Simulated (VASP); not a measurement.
# PbSe (Fm-3m) in VASP: notebook, part 3 of 3

VASP 6.6.1.

## 6. Relaxation of cell and atoms, revPBE+D4, target pressure 10 GPa, at which the enthalpy is minimised

This run uses another cell than the first one, of 28.67 Å³/atom.

INCAR reads:

```
SYSTEM = PbSe
PREC = Accurate ; ENCUT = 500
EDIFF = 1E-7 ; ISMEAR = 0
SIGMA = 0.01 ; LREAL = .False.
LASPH = .True. ; NELM = 120
ALGO = Normal ; ISIF = 3
LWAVE = .False. ; LCHARG = .False.
GGA = RE ; IVDW = 13
IBRION = 2 ; NSW = 80
EDIFFG = -0.01 ; PSTRESS = 100.0
GGA_COMPAT = .False. ; NELMIN = 4
```

KPOINTS reads:

```
regular mesh
0
Gamma
  7 7 7
  0 0 0
```

POSCAR reads:

```
PbSe
1.0
    0.0000000000      3.0606500000      3.0606500000
    3.0606500000      0.0000000000      3.0606500000
    3.0606500000      3.0606500000      0.0000000000
Pb Se
1 1
Direct
    0.0000000000      0.0000000000      0.0000000000
    0.5000000000      0.5000000000      0.5000000000
```

Potentials or basis: VASP PAW PBE potentials, release 64 (Pb_d, Se).

Command:

```
$ cat potpaw_PBE.64/Pb_d/POTCAR potpaw_PBE.64/Se/POTCAR > POTCAR
$ mpirun -np 1 vasp_std > vasp.out
```

OUTCAR:

```text
SYSTEM = PbSe
   PREC = Accurate
   ENCUT = 500
   EDIFF = 1E-7
   ISMEAR = 0
   LREAL = .False.
   LASPH = .True.
   NELM = 120
   ISIF = 3
   GGA = RE
   IVDW = 13
   IBRION = 2
   NSW = 80
   EDIFFG = -0.01
   PSTRESS = 100.0
   NELMIN = 4

 ion  position               nearest neighbor table
   1  0.000  0.000  0.000-   2 3.06   2 3.06   2 3.06   2 3.06   2 3.06   2 3.06
   2  0.500  0.500  0.500-   1 3.06   1 3.06   1 3.06   1 3.06   1 3.06   1 3.06

  LATTYP: Found a face centered cubic cell.
 ALAT       =     6.1213000000

  Lattice vectors:

 A1 = (   0.0000000000,   3.0606500000,   3.0606500000)
 A2 = (   3.0606500000,   0.0000000000,   3.0606500000)
 A3 = (   3.0606500000,   3.0606500000,   0.0000000000)

Analysis of symmetry for initial positions (statically):
=====================================================================
 Subroutine PRICEL returns:
 Original cell was already a primitive cell.

 Routine SETGRP: Setting up the symmetry group for a
 face centered cubic supercell.

 Subroutine GETGRP returns: Found 48 space group operations
 (whereof 48 operations were pure point group operations)
 out of a pool of 48 trial point group operations.

The static configuration has the point symmetry O_h .

Analysis of symmetry for dynamics (positions and initial velocities):
=====================================================================
 Subroutine PRICEL returns:
 Original cell was already a primitive cell.

 Routine SETGRP: Setting up the symmetry group for a
 face centered cubic supercell.

 Subroutine GETGRP returns: Found 48 space group operations
 (whereof 48 operations were pure point group operations)
 out of a pool of 48 trial point group operations.

The dynamic configuration has the point symmetry O_h .

 Subroutine INISYM returns: Found 48 space group operations
 (whereof 48 operations are pure point group operations),
 and found     1 'primitive' translations

----------------------------------------------------------------------------------------

                                     Primitive cell

  volume of cell :      57.3418

  direct lattice vectors                    reciprocal lattice vectors
     0.000000000  3.060650000  3.060650000    -0.163363991  0.163363991  0.163363991
     3.060650000  0.000000000  3.060650000     0.163363991 -0.163363991  0.163363991
     3.060650000  3.060650000  0.000000000     0.163363991  0.163363991 -0.163363991

  length of vectors
     4.328412740  4.328412740  4.328412740     0.282954733  0.282954733  0.282954733

  position of ions in fractional coordinates (direct lattice)
     0.000000000  0.000000000  0.000000000
     0.500000000  0.500000000  0.500000000

  ion indices of the primitive-cell ions
   primitive index   ion index
                 1           1
                 2           2

----------------------------------------------------------------------------------------

 KPOINTS: regular mesh

Automatic generation of k-mesh.
 Grid dimensions read from file:
 generate k-points for:    7    7    7

 Generating k-lattice:

  Cartesian coordinates                     Fractional coordinates (reciprocal lattice)
    -0.023337713  0.023337713  0.023337713     0.142857143  0.000000000  0.000000000
     0.023337713 -0.023337713  0.023337713     0.000000000  0.142857143  0.000000000
     0.023337713  0.023337713 -0.023337713     0.000000000  0.000000000  0.142857143

  Length of vectors
     0.040422105  0.040422105  0.040422105

  Shift w.r.t. Gamma in fractional coordinates (k-lattice)
     0.000000000  0.000000000  0.000000000

 Subroutine IBZKPT returns following result:
 ===========================================

 Found     20 irreducible k-points:

 Following reciprocal coordinates:
            Coordinates               Weight
  0.000000  0.000000  0.000000      1.000000
  0.142857  0.000000  0.000000      8.000000
  0.285714  0.000000  0.000000      8.000000
  0.428571  0.000000  0.000000      8.000000
  0.142857  0.142857  0.000000      6.000000
  0.285714  0.142857  0.000000     24.000000
[... 12 lines left out ...]
 -0.428571  0.428571  0.142857     24.000000
 -0.285714  0.428571  0.142857     24.000000
   k-points           NKPTS =     20   k-points in BZ     NKDIM =     20   number of bands    NBANDS=     14
   number of dos      NEDOS =    301   number of ions     NIONS =      2
   total plane-waves  NPLWV =  32768
   dimension x,y,z NGX =    32 NGY =   32 NGZ =   32
   dimension x,y,z NGXF=    64 NGYF=   64 NGZF=   64
   ions per type =               1   1
   NGX,Y,Z   is equivalent  to a cutoff of  12.29, 12.29, 12.29 a.u.
   NGXF,Y,Z  is equivalent  to a cutoff of  24.58, 24.58, 24.58 a.u.
 SYSTEM =  PbSe
   PREC   = accura    normal or accurate (medium, high low for compatibility)
   ISTART =      0    job   : 0-new  1-cont  2-samecut
   ICHARG =      2    charge: 1-file 2-atom 10-const
   ISPIN  =      1    spin polarized calculation?
   LNONCOLLINEAR =      F non collinear calculations
   LSORBIT =      F    spin-orbit coupling
   LASPH  =      T    aspherical Exc in radial PAW
   ENCUT  =  500.0 eV  36.75 Ry    6.06 a.u.   7.89  7.89  7.89*2*pi/ulx,y,z
   NELM   =    120;   NELMIN=  4; NELMDL= -5     # of ELM steps
   EDIFF  = 0.1E-06   stopping-criterion for ELM
   LREAL  =      F    real-space projection
   EDIFFG = -.1E-01   stopping-criterion for IOM
   NSW    =     80    number of steps for IOM
   IBRION =      2    ionic relax: 0-MD 1-quasi-New 2-CG
   NFREE  =      1    steps in history (QN), initial steepest desc. (CG)
   ISIF   =      3    stress and relaxation
   ISYM   =      2    0-nonsym 1-usesym 2-fastsym
   POTIM  = 0.5000    time-step for ionic-motion
   TEBEG  =    0.0;   TEEND  =   0.0 temperature during run
   PSTRESS=  100.0 pullay stress
   NELECT =      20.0000    total number of electrons
   NUPDOWN=      -1.0000    fix difference up-down
   EMIN   =  10.00;   EMAX   =-10.00  energy-range for DOS
   EFERMI =   0.00;   METHOD = LEGACY
   ISMEAR =     0;   SIGMA  =   0.01  broadening in eV -4-tet -1-fermi 0-gaus
   EFERMI_NEDOS =   21; number of points for ismear=-14 and -15
   IALGO  =     38    algorithm
   IMIX   =      4    mixing-type and parameters
     AMIX     =   0.40;   BMIX     =  1.00
     AMIX_MAG =   1.60;   BMIX_MAG =  1.00
  volume/ion in A,a.u.               =      28.67       193.48
  Fermi-wavevector in a.u.,A,eV,Ry     =   1.152377  2.177676 18.068159  1.327972
  Thomas-Fermi vector in A             =   2.289028
   LORBIT       =      0    0 simple, 1 ext, 2 COOP (PROOUT), +10 PAW based schemes
   GGA     = RE    functional components
   LHFCALC =     F    Hartree Fock is set to
   AEXX    =    0.0000 exact exchange contribution
   IVDW    =    13    specifies the selected vdW correction
   LEPSILON=     F    determine dielectric tensor
   LRPA    =     F    only Hartree local field effects (RPA)
 conjugate gradient relaxation of ions
 non-spin polarized calculation
 Gauss-broadening in eV      SIGMA  =   0.01
  energy-cutoff  :      500.00
  volume of cell :       57.34
 maximum number of plane-waves:      1468
   NGX = 15   NGY = 15   NGZ = 15

--------------------------------------- Ionic step        1  -------------------------------------------

 number of electron      20.0000000 magnetization

 Free energy of the ion-electron system (eV)
  ---------------------------------------------------
  ext. energy  EPLUGINS =         0.00000000
  ---------------------------------------------------
  free energy    TOTEN  =        -7.56084364 eV

  energy without entropy =       -7.56084364  energy(sigma->0) =       -7.56084364

 E-fermi :   5.0390     XC(G=0):  -9.4236

 val. band max:        4.9245437577   @ k =   0.4286   0.0000   0.0000
 cond. band min:       5.8194604143   @ k =   0.4286   0.0000   0.0000
 fundamental gap:      0.8949166566
 Fermi energy:         5.0390278372

 k-point     1 :       0.0000    0.0000    0.0000
  band No.  band energies     occupation
      1     -11.7325      2.00000
      2     -11.7325      2.00000
      3     -11.7325      2.00000
      4     -11.7256      2.00000
      5     -11.7256      2.00000
      6      -8.4197      2.00000
      7      -1.1128      2.00000
      8       3.2713      2.00000
      9       3.2713      2.00000
     10       3.2713      2.00000
     11       9.9060      0.00000
     12       9.9060      0.00000
     13       9.9060      0.00000
     14      11.6996      0.00000
[... 444 lines left out ...]
  enthalpy is  TOTEN    =        -5.4736066087 eV   P V=        3.1174439824

--------------------------------------- Ionic step        4  -------------------------------------------

 number of electron      19.9999999 magnetization

 Free energy of the ion-electron system (eV)
  ---------------------------------------------------
  ext. energy  EPLUGINS =         0.00000000
  ---------------------------------------------------
  free energy    TOTEN  =        -7.16001829 eV

  energy without entropy =       -7.16001829  energy(sigma->0) =       -7.16001829

 E-fermi :   6.7670     XC(G=0): -10.1120

 val. band max:        6.7229921298   @ k =   0.4286   0.0000   0.0000
 cond. band min:       7.5516208367   @ k =   0.4286   0.0000   0.0000
 fundamental gap:      0.8286287069
 Fermi energy:         6.7670080537

 k-point     1 :       0.0000    0.0000    0.0000
  band No.  band energies     occupation
      1     -10.1606      2.00000
      2     -10.1606      2.00000
      3     -10.1588      2.00000
      4     -10.1588      2.00000
      5     -10.1588      2.00000
      6      -7.8726      2.00000
      7       1.0227      2.00000
      8       4.4507      2.00000
      9       4.4507      2.00000
     10       4.4507      2.00000
     11      12.0833      0.00000
     12      12.0833      0.00000
     13      12.0833      0.00000
     14      13.2188      0.00000
[... 354 lines left out ...]
  FREE ENERGIE OF THE ION-ELECTRON SYSTEM (eV)
  ---------------------------------------------------
  free  energy   TOTEN  =        -8.5823682156 eV

  energy  without entropy=       -8.5823682156  energy(sigma->0) =       -8.58236822

  enthalpy is  TOTEN    =        -5.4737254299 eV   P V=        3.1086427856

 reached required accuracy - stopping structural energy minimisation
```

OSZICAR:

```text
N       E                     dE             d eps       ncg     rms          rms(c)
DAV:   1     0.158432140417E+03    0.15843E+03   -0.96296E+03   568   0.141E+03
DAV:   2     0.505498718946E+01   -0.15338E+03   -0.15030E+03   596   0.349E+02
DAV:   3    -0.753488129310E+01   -0.12590E+02   -0.12539E+02   746   0.105E+02
[... 43 lines left out ...]
DAV:   4    -0.716001591186E+01   -0.55161E-05   -0.21373E-05   578   0.575E-02    0.638E-03
DAV:   5    -0.716001904437E+01   -0.31325E-05   -0.36810E-06   720   0.284E-02    0.152E-03
DAV:   6    -0.716001852546E+01    0.51891E-06   -0.22112E-07   502   0.811E-03    0.616E-04
DAV:   7    -0.716001823099E+01    0.29446E-06   -0.38325E-08   298   0.175E-03    0.144E-04
DAV:   8    -0.716001828558E+01   -0.54590E-07   -0.60246E-09   298   0.986E-04
   4 F= -.54737254E+01 E0= -.54737254E+01  d E =-.256515E+00
```

It took 51 s on 1 thread of Intel Xeon 6975P-C (Granite Rapids), shared host; peak memory 0.18 GiB.

Results:

- Free energy: -8.5824 eV
- Relaxed volume: 24.90 Å³/atom
- Relaxed cell: a = 4.130 Å, b = 4.130 Å, c = 4.130 Å, α = 60.00°, β = 60.00°, γ = 60.00°
- Space group after relaxing (to 0.1 Å): Fm-3m (No. 225)
- Energy change on relaxing (the run minimises the enthalpy): +106.9 meV/atom
- Ionic steps: 4
- Pressure after relaxing: 10.0 GPa
- Dispersion energy per atom: -0.711 eV

Step by step:
```tsv
step	energy change (eV)	largest force (eV/Å)	pressure (GPa)	volume (Å³)
1	0.0000	0.0000	0.25	57.34
2	0.8037	0.0000	24.15	44.05
3	0.2051	0.0000	9.76	49.95
4	0.2138	0.0000	10.01	49.81
```

Final structure:
```
Pb Se
1.0
     0.00000    2.92023    2.92023
     2.92023    0.00000    2.92023
     2.92023    2.92023    0.00000
Pb Se
1 1
Direct
  0.00000 0.00000 0.00000
  0.50000 0.50000 0.50000
```

Levels at points of the mesh, in eV from the Fermi level:
```csv
k point,band 6,band 7,band 8,band 9,band 10,band 11,band 12,band 13,band 14
"(0.00, 0.00, 0.00)",-14.64,-5.74,-2.32,-2.32,-2.32,5.32,5.32,5.32,6.45
```

Caveat: this odd mesh misses L, so gap, dielectric constants and Born charges aren't listed; the cell is relaxed towards a set pressure, so the run minimises the enthalpy, not the energy; the PAW data sets were made with another functional, which shifts forces and pressure a little; spin-orbit coupling is left out, which moves the levels of the heavy elements.

## 7. The runs side by side

| task | cell | pressure (GPa) |
| --- | --- | --- |
| single point | a = 4.006 Å, angles 60.0°, 2 atoms | 19.9 |
| single point | a = 4.132 Å, angles 60.0°, 2 atoms | 9.9 |
| single point | a = 4.339 Å, angles 60.0°, 2 atoms | -0.1 |
| relaxation of cell and atoms | relaxed from a = 4.328 Å, angles 60.0°, 2 atoms | 0.0 |
| relaxation of cell and atoms | relaxed to 10 GPa from a = 4.328 Å, angles 60.0°, 2 atoms | 10.0 |

Alike in all rows: level revPBE+D4; potentials or basis VASP PAW PBE potentials, release 64 (Pb_d, Se); no spin polarisation; k mesh 7 × 7 × 7; cutoff (eV) 500; smearing gaussian 0.01 eV.

Caveats: the PAW data sets were made with another functional, which shifts forces and pressure a little; spin-orbit coupling is left out, which moves the levels of the heavy elements; the cell stands under pressure (at least some runs); the cell is relaxed towards a set pressure, so the run minimises the enthalpy, not the energy (at least some runs).

Total energies depend on the potentials used, so only differences within one code and one set of settings carry meaning.
